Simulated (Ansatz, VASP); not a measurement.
**One calculation of Fe, two programs**

Contents of INCAR:

```
SYSTEM = Fe
ALGO = Normal
EDIFF = 1E-6
ENCUT = 600
GGA_COMPAT = .FALSE.
ISIF = 2
ISMEAR = -1
ISPIN = 2
LASPH = .TRUE.
LCHARG = .TRUE.
LELF = .TRUE.
LMAXMIX = 4
LORBIT = 11
LREAL = .FALSE.
LVHAR = .TRUE.
LWAVE = .FALSE.
MAGMOM = 1.988
NBANDS = 18
NELM = 200
PREC = Accurate
SIGMA = 0.05
```

KPOINTS

```
k-points
0
G
  16 16 16
  0 0 0
```

The input POSCAR:

```
Fe
1.0
   -1.3745984210      1.3745984210      1.3745984210
    1.3745984210     -1.3745984210      1.3745984210
    1.3745984210      1.3745984210     -1.3745984210
Fe
1
Direct
    0.0000000000      0.0000000000      0.0000000000
```

Input for Ansatz:

```yaml
crystal:
  lattice:
    - [-1.374598421, 1.374598421, 1.374598421]
    - [1.374598421, -1.374598421, 1.374598421]
    - [1.374598421, 1.374598421, -1.374598421]
  atoms:
    - { symbol: Fe, position: [0.0, 0.0, 0.0], spin: 1.988 }
hamiltonian:
  xc: lda
  pseudopotentials:
    kind: paw
    azcp:
      Fe: "pseudopotentials/Fe.paw.azcp"
basis:
  ecutwfc: 420
  fft_grid_basis: typed
kpoints:
  mp_grid: { grid: [16, 16, 16], shift: [0, 0, 0] }
magnetization:
  spin_polarized: true
scf:
  occupations: { method: fermi_dirac, width: 0.05 }
  lower_state_search: "off"
output:
  stress: true
  write_density: true
  write_potential: true
  elf: true
  volumetric_format: npy
```

Alike in both runs: task single point; functional LDA; k mesh 16 × 16 × 16; occupations fermi-dirac, width 0.05 eV; collinear spin.

```csv
,VASP,Ansatz
version,VASP 6.6.1,Ansatz 0.2.0
potentials or method,"VASP PAW LDA potentials, release 64 (Fe_sv), cutoff 600 eV","plane waves (420 eV) with PAW, scalar-relativistic"
valence electrons in the cell,16,16
```

|  | VASP | Ansatz | Ansatz less VASP |
| --- | --- | --- | --- |
| pressure (GPa) | -4.5 | 0.1 | +4.55 |
| net moment per atom (μB) | 1.93 | 1.98 | +0.044 |
| size of the moment on the site where the two differ most (μB) | 1.89 | 1.97 | +0.080 |

Ansatz warns that its potentials were made for another functional, while VASP's fit it. LDA's correlation is that of Perdew and Zunger in VASP and of Perdew and Wang (1992) in Ansatz. Site moments also hang on the region over which each program counts them. One of these differences is far larger than is usual between the two programs; its cause wasn't traced.
